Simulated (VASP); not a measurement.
Wanted: the native input for a VASP 6.6.1 run.

```
Task                   : single point
Functional             : PBEsol
Potentials or basis    : VASP PAW PBE potentials, release 64 (Y_sv, Zn)
Cutoff                 : 520 eV
k mesh                 : 5 × 5 × 5
Occupations            : fermi-dirac, width 0.1 eV
Spin                   : no spin polarisation
Dipole correction      : no
Further INCAR settings : ALGO = Normal; EDIFF = 1e-07; NBANDS = 18
```

The structure of YZn lies in POSCAR:

```
YZn
1.0
    0.0000000000      2.9156086582      2.9156086582
    2.9156086582      0.0000000000      2.9156086582
    2.9156086582      2.9156086582      0.0000000000
Y Zn
1 1
Direct
    0.0000000000      0.0000000000      0.0000000000
    0.5000000000      0.5000000000      0.5000000000
```

The input as run:

INCAR

```
SYSTEM = YZn
  ALGO = Normal
  EDIFF = 1E-7
  ENCUT = 520
  GGA = PS
  ISIF = 2
  ISMEAR = -1
  LASPH = .True.
  LCHARG = .False.
  LREAL = .False.
  LWAVE = .False.
  NBANDS = 18
  NELM = 60
  PREC = Accurate
  SIGMA = 0.1
```

KPOINTS

```
k-points
0
Gamma
  5 5 5
  0 0 0
```

Potentials or basis: VASP PAW PBE potentials, release 64 (Y_sv, Zn).

The run is started by

```bash
$ cat potpaw_PBE.64/Y_sv/POTCAR potpaw_PBE.64/Zn/POTCAR > POTCAR
$ mpirun -np 1 vasp_std > vasp.out
```

Results of the run:

- Pressure: 0.0 GPa

Caveat: the k points lie up to 0.37 Å⁻¹ apart; the PAW data sets were made with another functional, which shifts forces and pressure a little.

It took 15 s on 1 thread of AMD EPYC 7R13 Processor (Zen 3), on a shared host, peak memory 0.16 GiB.
